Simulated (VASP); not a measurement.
Input of a VASP 6.6.1 run:

The input INCAR:

```
SYSTEM = Ge4Pd
PREC = Accurate
ENCUT = 600
EDIFF = 1E-6
ISMEAR = 0
SIGMA = 0.1
LREAL = .FALSE.
LASPH = .TRUE.
NELM = 60
ALGO = Normal
ISIF = 3
LWAVE = .FALSE.
LCHARG = .FALSE.
GGA = PE
IBRION = 2
NSW = 90
EDIFFG = -0.04
```

KPOINTS

```
Automatic mesh
0
G
  4 4 4
  0 0 0
```

File POSCAR:

```
Ge4Pd
1.0
   -2.9143732100      2.9143732100      2.9143732100
    2.9143732100     -2.9143732100      2.9143732100
    2.9143732100      2.9143732100     -2.9143732100
Ge Pd
4 1
Direct
    0.5000000000      0.5000000000      0.5000000000
    0.0000000000      0.0000000000      0.5000000000
    0.0000000000      0.5000000000      0.0000000000
    0.5000000000      0.0000000000      0.0000000000
    0.0000000000      0.0000000000      0.0000000000
```

Potentials or basis: VASP PAW PBE potentials, release 64 (Ge_d, Pd).

The run is started by

```console
$ cat potpaw_PBE.64/Ge_d/POTCAR potpaw_PBE.64/Pd/POTCAR > POTCAR
$ mpirun -np 1 vasp_std > vasp.out
```

(1) What does it give for the relaxed volume?

(2) Predict the band gap on the k mesh.

Results:

(1) 21.28 Å³/atom.

(2) zero (band 33 reaches 6.86 eV, above the bottom of band 34 at 3.70 eV).

Caveat: the k points lie up to 0.37 Å⁻¹ apart in the final cell.
